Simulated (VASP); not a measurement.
Set up this calculation in VASP 6.6.1, as the native input.

| Quantity | Value |
| --- | --- |
| Task | relaxation of cell and atoms |
| Functional | PBE |
| Dispersion | D3(BJ) |
| Potentials or basis | VASP PAW PBE potentials, release 64 (Li_sv) |
| Cutoff | 600 eV |
| k mesh | 18 × 18 × 18 |
| Occupations | gaussian, width 0.1 eV |
| Spin | no spin polarisation |
| Dipole correction | no |
| Further INCAR settings | ALGO = Fast; EDIFF = 1e-06; IBRION = 2; EDIFFG = -0.005; NSW = 100; ISIF = 3 |

The structure of Li lies in POSCAR:

```
Li
1.0
    1.4780453349      0.8533498720      7.2482421548
   -1.4780453349      0.8533498720      7.2482421548
    0.0000000000     -1.7066997440      7.2482421548
Li
3
Direct
    0.7777506342      0.7777506342      0.7777506342
    0.2222493658      0.2222493658      0.2222493658
    0.0000000000      0.0000000000      0.0000000000
```

One way to write it, as run:

INCAR

```
  PREC = Accurate
  ENCUT = 600
  EDIFF = 1E-6
  ISMEAR = 0
  SIGMA = 0.1
  LREAL = False
  LASPH = True
  NELM = 80
  ALGO = Fast
  ISIF = 3
  LWAVE = False
  LCHARG = False
  GGA = PE
  IVDW = 12
  IBRION = 2
  NSW = 100
  EDIFFG = -0.005
```

KPOINTS

```
regular mesh
0
Gamma
  18 18 18
```

Potentials or basis: VASP PAW PBE potentials, release 64 (Li_sv).

Run with:

```bash
$ cat potpaw_PBE.64/Li_sv/POTCAR > POTCAR
$ mpirun -np 1 vasp_std > vasp.out
```

It gave:

```json
{"Relaxed volume": "18.10 Å³/atom", "Relaxed cell": "a = 7.433 Å, b = 7.433 Å, c = 7.433 Å, α = 22.84°, β = 22.84°, γ = 22.84°", "Space group after relaxing (to 0.1 Å)": "R-3m (No. 166)", "Energy gained by relaxing": "0.1 meV/atom", "Ionic steps": "3", "Pressure after relaxing": "0.0 GPa", "Band gap on the k mesh": "zero (an odd number of electrons rules out a gap without spin polarisation)", "Dispersion energy per atom": "-0.189 eV"}
```

Caveat: the cutoff is under 1.25 times the usual one of these potentials, so pressure, stress and relaxed cells hold a basis-set (Pulay) error.

Run time: 27 min on 1 thread of Intel(R) Xeon(R) 6975P-C (Granite Rapids) (shared host), peak memory 0.63 GiB.
